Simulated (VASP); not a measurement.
Wanted: the native input for a VASP 6.6.1 run.

| Property | Result |
| --- | --- |
| Task | single point |
| Functional | PBE |
| Potentials or basis | VASP PAW PBE potentials, release 64 (Ga_d, N) |
| Cutoff | 520 eV |
| k mesh | 4 × 4 × 4 |
| Occupations | gaussian, width 0.1 eV |
| Spin | no spin polarisation |
| Dipole correction | no |
| Further INCAR settings | ALGO = Normal; EDIFF = 1e-06; NBANDS = 46 |

The structure of Ga5N2 lies in POSCAR:

```
Ga5N2
1.0
    0.0000000000      3.7184536200      3.7184536200
    3.7184536200      0.0000000000      3.7184536200
    3.7184536200      3.7184536200      0.0000000000
Ga N
5 2
Direct
    0.5976317800      0.5976317800      0.5976317800
    0.5976317800      0.5976317800      0.2071046700
    0.5976317800      0.2071046700      0.5976317800
    0.2071046700      0.5976317800      0.5976317800
    0.2500000000      0.2500000000      0.2500000000
    0.0000000000      0.0000000000      0.0000000000
    0.7500000000      0.7500000000      0.7500000000
```

These files were run (other wordings do the same):

INCAR

```
ALGO     = Normal         # electronic algorithm
EDIFF    = 1E-6           # SCF threshold, eV
ENCUT    = 520            # plane-wave cutoff, eV
GGA      = PE             # functional
ISIF     = 2              # what is computed and relaxed
ISMEAR   = 0              # smearing method
LASPH    = True           # aspherical terms in the spheres
LCHARG   = False          # write CHGCAR
LREAL    = False          # projectors in reciprocal space
LWAVE    = False          # write WAVECAR
NBANDS   = 46             # bands
NELM     = 60             # most SCF steps
PREC     = Accurate       # precision mode
SIGMA    = 0.1            # smearing width, eV
```

KPOINTS

```
k-points
0
Gamma
  4 4 4
```

Potentials or basis: VASP PAW PBE potentials, release 64 (Ga_d, N).

The run is started by

```sh
$ cat potpaw_PBE.64/Ga_d/POTCAR potpaw_PBE.64/N/POTCAR > POTCAR
$ mpirun -np 1 vasp_std > vasp.out
```

It gave:

* Pressure: 35.8 GPa
* Largest force: 14.936 eV/Å

Caveat: the k points lie up to 0.37 Å⁻¹ apart; forces of over 1 eV/Å act on the atoms, so gaps and moduli don't describe the material at rest.

Run time: 36 s on 1 thread of AMD EPYC 9R45 96-Core Processor (Zen 5), with other jobs on the host, peak memory 0.21 GiB.
